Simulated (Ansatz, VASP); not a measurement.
GaAs: VASP beside Ansatz

```xyz
2
Lattice="0.0000 2.7420 2.8268 2.7420 0.0000 2.8268 2.7420 2.7420 0.0000" Properties=species:S:1:pos:R:3 pbc="T T T"
Ga    0.0000    0.0000    0.0000
As    4.1131    4.1131    4.2403
```

Change from the starting cell: equal xx and yy strain of -3 %.

Alike in both runs: task single point; functional LDA; k mesh 11 × 11 × 11; occupations fermi-dirac, width 0.05 eV; no spin polarisation.

```csv
,VASP,Ansatz
version,VASP 6.6.1,Ansatz 0.2.0
potentials or method,"VASP PAW LDA potentials, release 64 (Ga_d, As), cutoff 520 eV","all-electron LAPW, scalar-relativistic"
```

Ansatz gave:

* pressure (GPa): 2.7
* traceless stress, the component that is largest in VASP (GPa): -1.38

Q: What did VASP give for the same quantities?

A: Pressure (GPa): 3.1; traceless stress, the component that is largest in VASP (GPa): -1.38.

LDA's correlation is that of Perdew and Zunger in VASP and of Perdew and Wang (1992) in Ansatz. Ansatz ran all-electron here, and VASP with PAW potentials.
